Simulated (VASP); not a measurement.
A run of VASP 6.6.1 is set up as follows.

INCAR

```
PREC = Accurate
ENCUT = 520
EDIFF = 1E-6
ISMEAR = -1
SIGMA = 0.05
LREAL = False
LASPH = True
NELM = 150
ALGO = Normal
ISIF = 2
LWAVE = False
LCHARG = False
LMAXMIX = 4
LDAU = True
LDAUTYPE = 2
LDAUL = 2 2 -1
LDAUU = 4 4 0
LDAUJ = 0 0 0
LDAUPRINT = 1
GGA = CA
NBANDS = 24
```

Contents of KPOINTS:

```
Automatic mesh
0
Gamma
  10 10 10
```

Contents of POSCAR:

```
TaWC2
1.0
    1.5718551461      0.9075109917      5.1016196719
   -1.5718551461      0.9075109917      5.1016196719
    0.0000000000     -1.8150219835      5.1016196719
W Ta C
1 1 2
Direct
    0.0000000000      0.0000000000      0.0000000000
    0.5000000000      0.5000000000      0.5000000000
    0.2509330000      0.2509330000      0.2509330000
    0.7490670000      0.7490670000      0.7490670000
```

Potentials or basis: VASP PAW LDA potentials, release 64 (W_sv, Ta_pv, C).

Launch:

```sh
$ cat potpaw_LDA.64/W_sv/POTCAR potpaw_LDA.64/Ta_pv/POTCAR potpaw_LDA.64/C/POTCAR > POTCAR
$ mpirun -np 1 vasp_std > vasp.out
```

(1) What does it give for the pressure?

(2) What does it give for the largest force?

(3) What does it give for the band gap on the k mesh?

## Answers

(1) -5.5 GPa.

(2) 0.087 eV/Å.

(3) zero (an odd number of electrons rules out a gap without spin polarisation).

Caveat: the cell stands under tension; spin-orbit coupling is left out, which moves the levels of the heavy elements; U without spin polarisation on a metal has little footing; the U is typed as a test and isn't derived for this compound.
